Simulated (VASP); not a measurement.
Write the native input for VASP 6.6.1 that does the following.

```
Task                   : single point
Functional             : PBEsol
Potentials or basis    : VASP PAW PBE potentials, release 64 (Al, N)
Cutoff                 : 600 eV
k mesh                 : 12 × 12 × 6
Occupations            : gaussian, width 0.05 eV
Spin                   : no spin polarisation
Dipole correction      : no
Further INCAR settings : ALGO = Normal; EDIFF = 1e-06; NBANDS = 16
```

The structure of AlN lies in POSCAR:

```
AlN
1.0
    3.1136926464      0.0000000000      0.0000000000
   -1.5568463232      2.6965369313      0.0000000000
    0.0000000000      0.0000000000      5.3820898701
Al N
2 2
Direct
    0.3333333333      0.6666666667      0.0015080761
    0.6666666667      0.3333333333      0.5015080761
    0.3333333333      0.6666666667      0.3834919239
    0.6666666667      0.3333333333      0.8834919239
```

This cell differs from its parent crystal: strain +0.000 along x and y, +0.080 along z.

One way to write it, as run:

INCAR

```
SYSTEM = AlN
PREC = Accurate
ENCUT = 600
EDIFF = 1E-6
ISMEAR = 0
SIGMA = 0.05
LREAL = .False.
LASPH = .True.
NELM = 120
ALGO = Normal
ISIF = 2
LWAVE = .False.
LCHARG = .False.
GGA = PS
NBANDS = 16
GGA_COMPAT = .False.
```

KPOINTS

```
Automatic mesh
0
Gamma
  12 12 6
  0 0 0
```

Potentials or basis: VASP PAW PBE potentials, release 64 (Al, N).

Command:

```sh
$ cat potpaw_PBE.64/Al/POTCAR potpaw_PBE.64/N/POTCAR > POTCAR
$ mpirun -np 1 vasp_std > vasp.out
```

Results of the run:

* Pressure: -11.7 GPa
* Largest force: 0.377 eV/Å
* Band gap on the k mesh: 3.39 eV

Caveat: the cell differs from its parent crystal (strain +0.000 along x and y, +0.080 along z); the cell stands under tension; the PAW data sets were made with another functional, which shifts forces and pressure a little.

Wall time 25 s on 1 thread of Intel(R) Xeon(R) 6975P-C (Granite Rapids), on a shared host, peak memory 0.21 GiB.
